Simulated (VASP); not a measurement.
## HfO2: single point with PBE

The system is HfO2.

```xyz
18
Lattice="5.9134 0.0937 -0.0263 0.0937 6.1692 -0.0294 -0.0263 -0.0294 5.6661" Properties=species:S:1:pos:R:3 pbc="T T T"
Hf    1.5162    1.9910    4.8255
Hf    4.2022    0.5333    4.5109
Hf    3.6315    4.2528    0.8079
Hf    2.3261    0.4717    2.0993
Hf    5.3037    1.6979    1.6966
Hf    0.8282    4.5342    3.5742
O     0.9414    0.5051    0.6812
O     0.1288    6.4356    2.8193
O     3.9173    1.9458    3.1996
O     4.8166    4.7780    4.3563
O     2.2484    0.1649    3.9619
O     1.0727    2.4840    2.8821
O     5.1627    3.9943    1.9987
O     4.1043    6.1866    0.9455
O     5.5453    1.8795    5.1674
O     2.5069    4.8289    2.2988
O     1.5929    4.0631    5.5149
O     3.3313    1.9822    0.3990
```

| Property | Result |
| --- | --- |
| Program | VASP 6.6.1 |
| Task | single point |
| Functional | PBE |
| Potentials or basis | VASP PAW PBE potentials, release 64 (Hf_pv, O) |
| Cutoff | 520 eV |
| k mesh | 1 × 1 × 1 |
| Occupations | fermi-dirac, width 0.2232 eV |
| Spin | no spin polarisation |

```yaml
Pressure: 14.5 GPa
Largest_force: 8.821 eV/Å
Band_gap_on_the_k_mesh: 3.43 eV
```

Forces in eV/Å, atoms in the order of the input:
```
Hf   0.434 -1.477  2.585
Hf   2.651 -0.069  1.554
Hf   1.999 -2.041 -1.630
Hf  -0.319  7.391 -4.804
Hf  -0.366  2.843 -2.059
Hf  -2.265  0.410 -0.355
O    2.168  0.635  0.529
O    0.241 -3.723  3.323
O   -1.414 -0.908 -2.172
O   -0.370  0.231  1.561
O   -0.713  0.573  5.249
O    0.891  0.979  0.805
O    0.127 -1.939 -1.252
O    0.951 -1.155  0.051
O   -0.857  1.897  0.294
O   -1.149 -4.651 -0.118
O    0.358 -1.762 -3.032
O   -2.367  2.766 -0.530
```

Stress tensor (GPa, compression positive):
```
  8.60  -9.64  -0.50
 -9.64  20.26 -12.74
 -0.50 -12.74  14.73
```

Levels at points of the mesh, in eV from the valence-band top:
| k point | band 62 | band 63 | band 64 | band 65 | band 66 | band 67 | band 68 | band 69 | band 70 | band 71 |
| --- | --- | --- | --- | --- | --- | --- | --- | --- | --- | --- |
| (0.00, 0.00, 0.00) | -0.98 | -0.80 | -0.43 | -0.27 | 0.00 | 3.43 | 3.71 | 3.94 | 4.16 | 4.37 |

Wall time 27 s on 1 thread of AMD EPYC 9R45 96-Core Processor (Zen 5), with other jobs on the host, peak memory 0.25 GiB.

Caveat: the k points lie up to 1.11 Å⁻¹ apart; spin-orbit coupling is left out, which moves the levels of the heavy elements.
